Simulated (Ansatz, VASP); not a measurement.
## SnSe: VASP beside Ansatz

```
Sn Se
1.0
     5.94551    0.00000    0.00000
     0.00000   -5.94551    0.00000
     0.00000    0.00000   -5.94551
Sn Se
4 4
Direct
  0.00000 0.00000 0.00000
  0.50000 0.50000 0.00000
  0.50000 0.00000 0.50000
  0.00000 0.50000 0.50000
  0.50000 0.00000 0.99159
  0.00000 0.50000 0.00000
  0.00000 0.00000 0.50000
  0.50000 0.50000 0.50000
```

Alike in both runs: task single point; functional PBEsol; k mesh 6 × 6 × 6; occupations gaussian, width 0.05 eV; no spin polarisation.

|  | VASP | Ansatz |
| --- | --- | --- |
| version | VASP 6.6.1 | Ansatz 0.2.0 |
| potentials or method | VASP PAW PBE potentials, release 64 (Sn_d, Se), cutoff 520 eV | scalar-relativistic, plane waves, PAW |
| valence electrons in the cell | 80 | 120 |

```tsv
	VASP	Ansatz	Ansatz less VASP
gap on the k mesh at the Fermi level (eV)	0.28	0.28	0.000
least direct gap on the mesh (eV)	0.28	0.28	0.000
pressure (GPa)	0.1	0.1	-0.02
rms of the force components (eV/Å)	0.014	0.013	-0.0006
```

VASP's potentials were made for PBE, not for PBEsol. Atom by atom the forces differ by 0.001 eV/Å (rms over components). With one functional, cell and mesh, what is left measures potentials, basis and numerics. VASP's potentials hold 80 valence electrons a cell and Ansatz's 120, so a difference there can come from the potentials and not from the codes.
